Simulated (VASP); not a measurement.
# SiNi (NiAs type) (P6_3/mmc) in VASP: further runs

SiNi (NiAs type) is run at these levels: PBE; tasks: single point.

Program: VASP 6.6.1. These are calculated values, not measurements. Logs are shortened: lines on timing, memory, paths and dates and some standing lists are left out, and cuts for length are marked.

### 1 The cell of the first run

The structure is hexagonal, space group P6_3/mmc (No. 194). Conventional cell: a = 3.511 Å, b = 3.511 Å, c = 4.823 Å, α = 90.00°, β = 90.00°, γ = 120.00°. Ni (site symmetry -3m) has 6 Si at 2.36 Å and 2 Ni at 2.41 Å within 3.1 Å. Si (site symmetry -6m2) has 6 Ni at 2.36 Å within 3.1 Å.

### 2 Single point, PBE

INCAR reads:

```
PREC     = Accurate       # precision mode
ENCUT    = 520            # plane-wave cutoff, eV
EDIFF    = 1E-7           # SCF threshold, eV
ISMEAR   = -1             # smearing method
SIGMA    = 0.1            # smearing width, eV
LREAL    = F              # projectors in reciprocal space
LASPH    = T              # aspherical terms in the spheres
NELM     = 100            # most SCF steps
ALGO     = Normal         # electronic algorithm
ISIF     = 2              # what is computed and relaxed
LWAVE    = F              # write WAVECAR
LCHARG   = F              # write CHGCAR
GGA      = PE             # functional
NBANDS   = 22             # bands
```

KPOINTS reads:

```
regular mesh
0
Gamma
  11 11 6
```

POSCAR reads:

```
SiNi
1.0
    3.5105800463      0.0000000000      0.0000000000
   -1.7552900232      3.0402515022      0.0000000000
    0.0000000000      0.0000000000      4.8231365934
Ni Si
2 2
Direct
    0.0000000000      0.0000000000      0.0000000000
    0.0000000000      0.0000000000      0.5000000000
    0.3333333333      0.6666666667      0.2500000000
    0.6666666667      0.3333333333      0.7500000000
```

Potentials or basis: VASP PAW PBE potentials, release 64 (Ni, Si).

Started as:

```sh
cat potpaw_PBE.64/Ni/POTCAR potpaw_PBE.64/Si/POTCAR > POTCAR
mpirun -np 1 vasp_std > vasp.out
```

OUTCAR:

```text
PREC = Accurate
   ENCUT = 520
   EDIFF = 1E-7
   ISMEAR = -1
   LREAL = F
   LASPH = T
   NELM = 100
   ISIF = 2
   GGA = PE

 ion  position               nearest neighbor table
   1  0.000  0.000  0.000-   3 2.36   4 2.36   4 2.36   3 2.36   4 2.36   3 2.36   2 2.41   2 2.41

   2  0.000  0.000  0.500-   3 2.36   4 2.36   4 2.36   3 2.36   4 2.36   3 2.36   1 2.41   1 2.41

   3  0.333  0.667  0.250-   1 2.36   2 2.36   1 2.36   2 2.36   1 2.36   2 2.36
   4  0.667  0.333  0.750-   1 2.36   2 2.36   1 2.36   2 2.36   1 2.36   2 2.36

  LATTYP: Found a hexagonal cell.
 ALAT       =     3.5105800463
 C/A-ratio  =     1.3738859476

  Lattice vectors:

 A1 = (   3.5105800463,   0.0000000000,   0.0000000000)
 A2 = (  -1.7552900232,   3.0402515022,   0.0000000000)
 A3 = (   0.0000000000,   0.0000000000,   4.8231365934)

Analysis of symmetry for initial positions (statically):
=====================================================================
 Subroutine PRICEL returns:
 Original cell was already a primitive cell.

 Routine SETGRP: Setting up the symmetry group for a
 hexagonal supercell.

 Subroutine GETGRP returns: Found 24 space group operations
 (whereof 12 operations were pure point group operations)
 out of a pool of 24 trial point group operations.

The static configuration has the point symmetry D_3d.
 The point group associated with its full space group is D_6h.

Analysis of symmetry for dynamics (positions and initial velocities):
=====================================================================
 Subroutine PRICEL returns:
 Original cell was already a primitive cell.

 Routine SETGRP: Setting up the symmetry group for a
 hexagonal supercell.

 Subroutine GETGRP returns: Found 24 space group operations
 (whereof 12 operations were pure point group operations)
 out of a pool of 24 trial point group operations.

The dynamic configuration has the point symmetry D_3d.
 The point group associated with its full space group is D_6h.

 Subroutine INISYM returns: Found 24 space group operations
 (whereof 12 operations are pure point group operations),
 and found     1 'primitive' translations

----------------------------------------------------------------------------------------

                                     Primitive cell

  volume of cell :      51.4776

  direct lattice vectors                    reciprocal lattice vectors
     3.510580046  0.000000000  0.000000000     0.284853211  0.164460078  0.000000000
    -1.755290023  3.040251502  0.000000000     0.000000000  0.328920157  0.000000000
     0.000000000  0.000000000  4.823136593     0.000000000  0.000000000  0.207333958

  length of vectors
     3.510580046  3.510580046  4.823136593     0.328920157  0.328920157  0.207333958

  position of ions in fractional coordinates (direct lattice)
     0.000000000  0.000000000  0.000000000
     0.000000000  0.000000000  0.500000000
     0.333333333  0.666666667  0.250000000
     0.666666667  0.333333333  0.750000000

  ion indices of the primitive-cell ions
   primitive index   ion index
                 1           1
                 2           2
                 3           3
                 4           4

----------------------------------------------------------------------------------------

 KPOINTS: regular mesh

Automatic generation of k-mesh.
 Grid dimensions read from file:
 generate k-points for:   11   11    6

 Generating k-lattice:

  Cartesian coordinates                     Fractional coordinates (reciprocal lattice)
     0.025895746  0.014950916  0.000000000     0.090909091 -0.000000000  0.000000000
     0.000000000  0.029901832  0.000000000     0.000000000  0.090909091  0.000000000
     0.000000000  0.000000000  0.034555660     0.000000000  0.000000000  0.166666667

  Length of vectors
     0.029901832  0.029901832  0.034555660

  Shift w.r.t. Gamma in fractional coordinates (k-lattice)
     0.000000000  0.000000000  0.000000000

 Subroutine IBZKPT returns following result:
 ===========================================

 Found     64 irreducible k-points:

 Following reciprocal coordinates:
            Coordinates               Weight
  0.000000  0.000000  0.000000      1.000000
  0.090909  0.000000  0.000000      6.000000
  0.181818 -0.000000  0.000000      6.000000
  0.272727 -0.000000  0.000000      6.000000
  0.363636  0.000000  0.000000      6.000000
  0.454545 -0.000000  0.000000      6.000000
[... 16 lines left out ...]
  0.090909  0.090909  0.166667     12.000000
  0.181818  0.090909  0.166667     24.000000
 [... further k-points ...]
   k-points           NKPTS =     64   k-points in BZ     NKDIM =     64   number of bands    NBANDS=     22
   number of dos      NEDOS =    301   number of ions     NIONS =      4
   total plane-waves  NPLWV =  28224
   dimension x,y,z NGX =    28 NGY =   28 NGZ =   36
   dimension x,y,z NGXF=    56 NGYF=   56 NGZF=   72
   ions per type =               2   2
   NGX,Y,Z   is equivalent  to a cutoff of  13.26, 13.26, 12.41 a.u.
   NGXF,Y,Z  is equivalent  to a cutoff of  26.52, 26.52, 24.82 a.u.
 SYSTEM =  unknown system
   PREC   = accura    normal or accurate (medium, high low for compatibility)
   ISTART =      0    job   : 0-new  1-cont  2-samecut
   ICHARG =      2    charge: 1-file 2-atom 10-const
   ISPIN  =      1    spin polarized calculation?
   LNONCOLLINEAR =      F non collinear calculations
   LSORBIT =      F    spin-orbit coupling
   LASPH  =      T    aspherical Exc in radial PAW
   ENCUT  =  520.0 eV  38.22 Ry    6.18 a.u.   6.53  6.53  8.97*2*pi/ulx,y,z
   NELM   =    100;   NELMIN=  2; NELMDL= -5     # of ELM steps
   EDIFF  = 0.1E-06   stopping-criterion for ELM
   LREAL  =      F    real-space projection
   EDIFFG = 0.1E-05   stopping-criterion for IOM
   NSW    =      0    number of steps for IOM
   IBRION =     -1    ionic relax: 0-MD 1-quasi-New 2-CG
   NFREE  =      0    steps in history (QN), initial steepest desc. (CG)
   ISIF   =      2    stress and relaxation
   ISYM   =      2    0-nonsym 1-usesym 2-fastsym
   POTIM  = 0.5000    time-step for ionic-motion
   TEBEG  =    0.0;   TEEND  =   0.0 temperature during run
   PSTRESS=    0.0 pullay stress
   NELECT =      28.0000    total number of electrons
   NUPDOWN=      -1.0000    fix difference up-down
   EMIN   =  10.00;   EMAX   =-10.00  energy-range for DOS
   EFERMI =   0.00;   METHOD = LEGACY
   ISMEAR =    -1;   SIGMA  =   0.10  broadening in eV -4-tet -1-fermi 0-gaus
   EFERMI_NEDOS =   21; number of points for ismear=-14 and -15
   IALGO  =     38    algorithm
   IMIX   =      4    mixing-type and parameters
     AMIX     =   0.40;   BMIX     =  1.00
     AMIX_MAG =   1.60;   BMIX_MAG =  1.00
  volume/ion in A,a.u.               =      12.87        86.85
  Fermi-wavevector in a.u.,A,eV,Ry     =   1.336354  2.525343 24.297856  1.785842
  Thomas-Fermi vector in A             =   2.464987
   LORBIT       =      0    0 simple, 1 ext, 2 COOP (PROOUT), +10 PAW based schemes
   GGA     = PE    functional components
   LHFCALC =     F    Hartree Fock is set to
   AEXX    =    0.0000 exact exchange contribution
   IVDW    =     0    specifies the selected vdW correction
   LEPSILON=     F    determine dielectric tensor
   LRPA    =     F    only Hartree local field effects (RPA)
 non-spin polarized calculation
  energy-cutoff  :      520.00
  volume of cell :       51.48
 maximum number of plane-waves:      1422
 NGX is ok and might be reduce to    28
   NGX = 13   NGY = 13   NGZ = 17

 number of electron      28.0000006 magnetization

 Free energy of the ion-electron system (eV)
  ---------------------------------------------------
  ext. energy  EPLUGINS =         0.00000000
  ---------------------------------------------------
  free energy    TOTEN  =       -23.43656151 eV

  energy without entropy =      -23.37452395  energy(sigma->0) =      -23.40554273

 E-fermi :   9.3106     XC(G=0): -11.8711

 val. band max:        9.2695416334   @ k =   0.2727  -0.0000   0.0000
 cond. band min:       9.3144565203   @ k =   0.1818  -0.0000   0.0000
 fundamental gap:      0.0449148868
 Fermi energy:         9.3105926246

 k-point     1 :       0.0000    0.0000    0.0000
  band No.  band energies     occupation
      1      -2.8019      2.00000
      2       2.7233      2.00000
      3       3.2912      2.00000
      4       5.2832      2.00000
      5       5.2832      2.00000
      6       5.5507      2.00000
[... 14 lines left out ...]
     21      17.1840      0.00000
     22      18.9211      0.00000

 k-point     2 :       0.0909    0.0000    0.0000
  band No.  band energies     occupation
      1      -2.6711      2.00000
      2       2.7167      2.00000
      3       3.4205      2.00000
      4       5.3039      2.00000
      5       5.3238      2.00000
      6       5.5360      2.00000
[... 14 lines left out ...]
     21      17.4213      0.00000
     22      18.7888      0.00000

 k-point     3 :       0.1818   -0.0000    0.0000
  band No.  band energies     occupation
      1      -2.2821      2.00000
      2       2.6817      2.00000
      3       3.8008      2.00000
      4       5.3149      2.00000
      5       5.3488      2.00000
      6       5.5037      2.00000
[... 14 lines left out ...]
     21      17.8049      0.00000
     22      17.8928      0.00000

 k-point     4 :       0.2727   -0.0000    0.0000
  band No.  band energies     occupation
      1      -1.6462      2.00000
      2       2.5600      2.00000
      3       4.4008      2.00000
      4       4.8371      2.00000
      5       5.3778      2.00000
      6       5.5150      2.00000
[... 14 lines left out ...]
     21      17.4686      0.00000
     22      17.6671      0.00000

 k-point     5 :       0.3636    0.0000    0.0000
  band No.  band energies     occupation
      1      -0.7870      2.00000
      2       2.1837      2.00000
      3       4.0965      2.00000
      4       5.1125      2.00000
      5       5.3736      2.00000
      6       5.5029      2.00000
[... 417 lines left out ...]
 k-point    22 :       0.4545   -0.0000    0.1667
  band No.  band energies     occupation
      1       0.3735      2.00000
      2       1.4193      2.00000
      3       3.5155      2.00000
      4       5.0577      2.00000
      5       5.4382      2.00000
      6       5.5681      2.00000
[... 14 lines left out ...]
     21      17.3882      0.00000
     22      18.7629      0.00000

 k-point    23 :       0.0909    0.0909    0.1667
  band No.  band energies     occupation
      1      -2.2384      2.00000
      2       1.5927      2.00000
      3       4.5518      2.00000
      4       5.4115      2.00000
      5       5.6048      2.00000
      6       5.6256      2.00000
[... 14 lines left out ...]
     21      17.4659      0.00000
     22      18.3083      0.00000

 k-point    24 :       0.1818    0.0909    0.1667
  band No.  band energies     occupation
      1      -1.7300      2.00000
      2       1.8561      2.00000
      3       4.4632      2.00000
      4       5.3909      2.00000
      5       5.4222      2.00000
      6       5.6639      2.00000
[... 14 lines left out ...]
     21      17.6061      0.00000
     22      18.0970      0.00000

 [... further k-points ...]
[... 5 lines left out ...]
  --------------------------------------------------------------------------------------
  -------------------------------------------------------------------------------------
  Total       -0.0322466     -0.0322466      0.0500792      0.0000000     -0.0000000      0.0000000
  in kB       -1.0036378     -1.0036378      1.5586542      0.0000000     -0.0000000      0.0000000
  external PRESSURE =      -0.1495404 kB  Pullay stress =       0.0000000 kB

 VOLUME and BASIS-vectors are now :
 -----------------------------------------------------------------------------
  energy-cutoff  :      520.00
  volume of cell :       51.48
      direct lattice vectors                 reciprocal lattice vectors
     3.510580046  0.000000000  0.000000000     0.284853211  0.164460078  0.000000000
    -1.755290023  3.040251502  0.000000000     0.000000000  0.328920157  0.000000000
     0.000000000  0.000000000  4.823136593     0.000000000  0.000000000  0.207333958

 POSITION                                       TOTAL-FORCE (eV/Angst)
 -----------------------------------------------------------------------------------
      0.00000      0.00000      0.00000        -0.000000      0.000000      0.000000
      0.00000      0.00000      2.41157        -0.000000      0.000000      0.000000
     -0.00000      2.02683      1.20578         0.000000      0.000000     -0.000000
      1.75529      1.01342      3.61735        -0.000000     -0.000000      0.000000
 -----------------------------------------------------------------------------------
    total drift:                               -0.000000      0.000000      0.000000

  FREE ENERGIE OF THE ION-ELECTRON SYSTEM (eV)
  ---------------------------------------------------
  free  energy   TOTEN  =       -23.4365615132 eV

  energy  without entropy=      -23.3745239534  energy(sigma->0) =      -23.40554273
```

Run time: 51 s. Hardware: 1 thread of AMD EPYC 9R45 (Zen 5), shared host; peak memory 0.18 GiB.

Results:

```yaml
Free_energy: -23.4366 eV
Pressure: 0.0 GPa
Band_gap_on_the_k_mesh: zero (band 14 reaches 12.79 eV, above the bottom of band 15 at 7.87 eV)
```

Stress tensor (GPa, compression positive):
```
-0.10  0.00  0.00
 0.00 -0.10  0.00
 0.00  0.00  0.16
```

Levels at points of the mesh, in eV from the Fermi level:
| k point | band 12 | band 13 | band 14 | band 15 | band 16 | band 17 |
| --- | --- | --- | --- | --- | --- | --- |
| (0.00, 0.00, 0.00) | -1.47 | 0.33 | 2.37 | 2.37 | 4.64 | 4.64 |
| (0.00, 0.00, 0.50) | -2.43 | 2.27 | 2.27 | 4.25 | 4.25 | 4.25 |

### 3 Single point, PBE

INCAR reads:

```
SYSTEM = SiNi
ALGO = Normal ; EDIFF = 1E-6
ENCUT = 520 ; GGA = PE
ISIF = 2 ; ISMEAR = -1
LASPH = .True. ; LCHARG = .False.
LREAL = .False. ; LWAVE = .False.
NBANDS = 22 ; NELM = 60
PREC = Accurate ; SIGMA = 0.1
```

KPOINTS reads:

```
k-points
0
Gamma
  11 11 6
  0 0 0
```

Edit POSCAR of step 2 so:

```diff
@@ -2,3 +2,3 @@
 1.0
-    3.5105800463      0.0000000000      0.0000000000
+    3.5105800464      0.0000000000      0.0000000000
    -1.7552900232      3.0402515022      0.0000000000
```

Potentials or basis: VASP PAW PBE potentials, release 64 (Ni, Si).

Started as:

```sh
cat potpaw_PBE.64/Ni/POTCAR potpaw_PBE.64/Si/POTCAR > POTCAR
mpirun -np 1 vasp_std > vasp.out
```

Wall time 44 s (1 thread of AMD EPYC 9R45 (Zen 5), shared host); peak memory 0.18 GiB.

Results (log left out):

```
Free energy            : -23.4366 eV
Pressure               : -0.1 GPa
Band gap on the k mesh : zero (band 14 reaches 12.79 eV, above the bottom of band 15 at 7.87 eV)
```

Stress tensor (GPa, compression positive):
```
-0.20  0.00  0.00
 0.00 -0.20  0.00
 0.00  0.00  0.06
```

Levels at points of the mesh, in eV from the Fermi level:
```csv
k point,band 11,band 12,band 13,band 14,band 15,band 16,band 17,band 18
"(0.00, 0.00, 0.00)",-1.46,-1.46,0.33,2.37,2.37,4.64,4.64,5.20
"(0.00, 0.00, 0.50)",-2.43,-2.43,2.27,2.27,4.25,4.25,4.25,4.25
```

Spin polarisation is off, so any magnetic state and its effect on volume and gap are missing.
